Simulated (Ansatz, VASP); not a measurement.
## Two plane-wave programs on Zr2Te3Pd2

```
Zr Te Pd
1.0
     4.23211    0.00471    0.00669
    -2.11198    3.59449   -0.05619
     0.01676   -0.15282   10.61163
Zr Te Pd
2 3 2
Cartesian
  -0.1077 2.4617 1.4911
  2.0919 0.9701 9.0648
  0.1139 2.1834 7.2600
  2.2737 1.1979 3.2991
  -0.0653 -0.0896 10.6390
  2.1042 1.1363 5.9835
  0.0167 2.3266 4.5606
```

Change from the starting cell: cell x1, atoms moved at random (sigma 0.1 Å) and cell strained at random (1.5 %), then relaxed without symmetry.

Alike in both runs: task relaxation of cell and atoms; functional PBE; k mesh 6 × 6 × 2; occupations gaussian, width 0.2 eV; no spin polarisation.

|  | VASP | Ansatz |
| --- | --- | --- |
| version | VASP 6.6.1 | Ansatz 0.2.0 |
| potentials or method | VASP PAW PBE potentials, release 64 (Zr_sv, Te, Pd), cutoff 600 eV | scalar-relativistic, plane waves, PAW |
| valence electrons in the cell | 62 | 108 |

Ansatz gave:

- gap on the k mesh at the Fermi level, each at its own relaxed structure (eV): none
- relaxed volume (Å³/atom): 23.55
- relaxed cell length with the largest relative difference (Å): 4.243

Q: What did VASP give for the same quantities?

A: gap on the k mesh at the Fermi level, each at its own relaxed structure (eV): none; relaxed volume (Å³/atom): 23.52; relaxed cell length with the largest relative difference (Å): 4.240.

A gap of «none» marks a metal or a gap that the smearing closes. VASP's potentials hold 62 valence electrons a cell and Ansatz's 108, so a difference there can come from the potentials and not from the codes.

Neither program's run includes spin-orbit coupling.
